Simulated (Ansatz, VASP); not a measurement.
## PbS: VASP beside Ansatz

Contents of INCAR:

```
AGGAC = 1.0
AGGAX = 1.0
ALDAC = 0.0
ALDAX = 1.0
ALGO = Normal
EDIFF = 1E-7
EDIFFG = -0.01
ENCUT = 500
GGA = B5
GGA_COMPAT = False
IBRION = 2
ISIF = 3
ISMEAR = 0
IVDW = 12
LASPH = True
LCHARG = False
LREAL = False
LWAVE = False
NELM = 120
NELMIN = 4
NSW = 80
PREC = Accurate
SIGMA = 0.01
VDW_A1 = 0.4298
VDW_A2 = 4.2359
VDW_S6 = 1.0
VDW_S8 = 2.6996
```

File KPOINTS:

```
k-points
0
Gamma
  4 4 4
```

File POSCAR:

```
PbS
1.0
    2.1126620000      1.2197460000      3.4519160000
   -2.1126620000      1.2197460000      3.4519160000
    0.0000000000     -2.4394920000      3.4519160000
Pb S
1 1
Direct
    0.9805660000      0.9805660000      0.9805660000
    0.4750360000      0.4750360000      0.4750360000
```

Input for Ansatz:

```yaml
crystal:
  lattice:
    - [2.112662, 1.219746, 3.451916]
    - [-2.112662, 1.219746, 3.451916]
    - [0.0, -2.439492, 3.451916]
  atoms:
    - { symbol: Pb, position: [0.980566, 0.980566, 0.980566] }
    - { symbol: S, position: [0.475036, 0.475036, 0.475036] }
basis:
  ecutwfc: 630.0
kpoints:
  mp_grid:
    grid: [4, 4, 4]
hamiltonian:
  xc: blyp
  dispersion: d3bj
scf:
  algorithm: direct_min
  mixing:
    algorithm: broyden
    beta: 0.3
  occupations:
    method: fixed
relax:
  max_steps: 60
  cell: {}
```

Alike in both runs: task relaxation of cell and atoms; functional BLYP; dispersion D3(BJ); k mesh 4 × 4 × 4; no spin polarisation.

|  | VASP | Ansatz |
| --- | --- | --- |
| version | VASP 6.6.1 | Ansatz 0.2.0 |
| potentials or method | VASP PAW PBE potentials, release 64 (Pb_d, S), cutoff 500 eV | plane waves, PAW |
| occupations | gaussian, width 0.01 eV | fixed |
| valence electrons in the cell | 20 | 20 |

Ansatz gave:

| Quantity | Value |
| --- | --- |
| gap on the k mesh at the Fermi level, each at its own relaxed structure (eV) | 0.63 |
| relaxed volume (Å³/atom) | 26.67 |
| relaxed cell length with the largest relative difference (Å) | 4.229 |

**Question.** Estimate VASP's values.

**Answer.** gap on the k mesh at the Fermi level, each at its own relaxed structure (eV): 0.58; relaxed volume (Å³/atom): 26.64; relaxed cell length with the largest relative difference (Å): 4.224.

VASP's potentials were made for PBE, not for BLYP. Ansatz's warnings: relaxed geometry near dispersion switch.

The k mesh is coarse, so the values compare programs but aren't converged. Spin-orbit coupling is off throughout.
